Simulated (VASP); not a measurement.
A run of VASP 6.6.1 is set up as follows.

The input INCAR:

```
SYSTEM = MoS2
  ALGO = Normal
  EDIFF = 1E-6
  ENCUT = 520
  GGA = PE
  ISIF = 2
  ISMEAR = -1
  LASPH = .True.
  LCHARG = .False.
  LREAL = .False.
  LWAVE = .False.
  NBANDS = 49
  NELM = 100
  PREC = Accurate
  SIGMA = 0.05
```

The input KPOINTS:

```
k-points
0
Gamma
  7 7 1
  0 0 0
```

The input POSCAR:

```
MoS2
1.0
    3.1840155185      0.0318401552      0.0000000000
   -1.5644333760      2.7415182474      0.0000000000
    0.0000000000      0.0000000000     28.3873198000
Mo S
3 6
Direct
    0.3339619248      0.6666387920      0.2608654373
    0.3339619248      0.6666387920      0.7391345627
    0.6641642149      0.3334528855      0.0000000000
    0.6691641205      0.3332098874      0.2058101756
    0.6691635684      0.3332096302      0.6840821115
    0.3289616122      0.6668819143      0.9449450962
    0.6691635684      0.3332096302      0.3159178885
    0.6691641205      0.3332098874      0.7941898244
    0.3289616122      0.6668819143      0.0550549038
```

Potentials or basis: VASP PAW PBE potentials, release 64 (Mo_sv, S).

The run is started by

```sh
$ cat potpaw_PBE.64/Mo_sv/POTCAR potpaw_PBE.64/S/POTCAR > POTCAR
$ mpirun -np 1 vasp_std > vasp.out
```

Q: What does it give for the band gap on the k mesh?

A: 1.72 eV (least direct gap 2.07 eV).

Q: Estimate the largest force.

A: 0.012 eV/Å.

Forces on the atoms (eV/Å):
```
Mo   0.001  0.000  0.000
Mo   0.001  0.000  0.000
Mo  -0.001  0.000  0.000
S    0.000  0.000  0.012
S    0.000  0.000  0.012
S    0.000  0.000  0.012
S    0.000  0.000 -0.012
S    0.000  0.000 -0.012
S    0.000  0.000 -0.012
```

Caveat: there is no dipole correction, which matters where the two faces differ.
